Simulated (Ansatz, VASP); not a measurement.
One calculation of LiF, two programs

```
F Li
1.0
     0.00000    2.05350    2.05350
     2.05350    0.00000    2.05350
     2.05350    2.05350    0.00000
F Li
1 1
Cartesian
  2.0535 2.0535 2.0535
  0.0000 0.0000 0.0000
```

Alike in both runs: task single point; functional r2SCAN; k mesh 11 × 11 × 11; occupations fermi-dirac, width 0.05 eV; no spin polarisation.

|  | VASP | Ansatz |
| --- | --- | --- |
| version | VASP 6.6.1 | Ansatz 0.2.0 |
| potentials or method | VASP PAW PBE potentials, release 64 (F_h, Li_sv) | Ansatz PAW |
| plane-wave cutoff (eV) | 1490 | 500 |
| valence electrons in the cell | 10 | 10 |

Ansatz gave:

```
gap on the k mesh at the Fermi level (eV) : 9.54
least direct gap on the mesh (eV)         : 9.54
pressure (GPa)                            : -5.6
```

**Question.** Estimate VASP's values.

**Answer.** gap on the k mesh at the Fermi level (eV): 9.72; least direct gap on the mesh (eV): 9.72; pressure (GPa): -6.6.

VASP's potentials were made for PBE, not for r2SCAN.

Noted on Ansatz's run: odd divisions of the mesh miss points on the zone boundary, where band edges often lie, so the gap on the mesh can be too wide.
